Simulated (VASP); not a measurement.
The system is Ga3As2P.

```
Ga P As
1.0
    -1.93745    1.93745    8.21992
     1.93745   -1.93745    8.21992
     1.93745    1.93745   -8.21992
Ga P As
3 1 2
Direct
  0.00000 0.00000 0.00000
  0.66667 0.66667 0.00000
  0.33333 0.33333 0.00000
  0.75000 0.25000 0.50000
  0.41667 0.91667 0.50000
  0.08333 0.58333 0.50000
```

```yaml
Program: VASP 6.6.1
Task: relaxation of cell and atoms
Functional: PBE
Potentials_or_basis: VASP PAW PBE potentials, release 64 (Ga_d, P, As)
Cutoff: 600 eV
k_mesh: 6 × 6 × 6
Occupations: gaussian, width 0.1 eV
Spin: no spin polarisation
```

At the start: pressure 8.5 GPa; volume 20.57 Å³/atom.

Task: How do energy, volume and symmetry change on relaxing?

Result: Over 7 steps the energy falls by 62.3 meV/atom and the volume is 22.79 Å³/atom (+10.8 %); space group I-4m2 (No. 119, to 0.1 Å) before and after.

The path:
```csv
step,energy change (eV),largest force (eV/Å),pressure (GPa),volume (Å³)
1,0.0000,0.8698,8.54,123.42
2,-0.2865,0.2162,-3.06,144.07
3,-0.3544,0.3326,-0.21,137.09
4,-0.3655,0.1819,-0.08,136.79
5,-0.3724,0.1366,0.08,136.37
6,-0.3725,0.1326,0.16,136.30
7,-0.3739,0.0124,-0.13,136.77
```

Final structure:
```yaml
crystal:
  lattice:
    - [-2.00672, 2.00672, 8.49082]
    - [2.00672, -2.00672, 8.49082]
    - [2.00672, 2.00672, -8.49082]
  atoms:
    - { symbol: Ga, position: [0.00000, 0.00000, 0.00000] }
    - { symbol: Ga, position: [0.67082, 0.67082, 0.00000] }
    - { symbol: Ga, position: [0.32918, 0.32918, 0.00000] }
    - { symbol: P, position: [0.75000, 0.25000, 0.50000] }
    - { symbol: As, position: [0.41468, 0.91468, 0.50000] }
    - { symbol: As, position: [0.08532, 0.58532, 0.50000] }
```
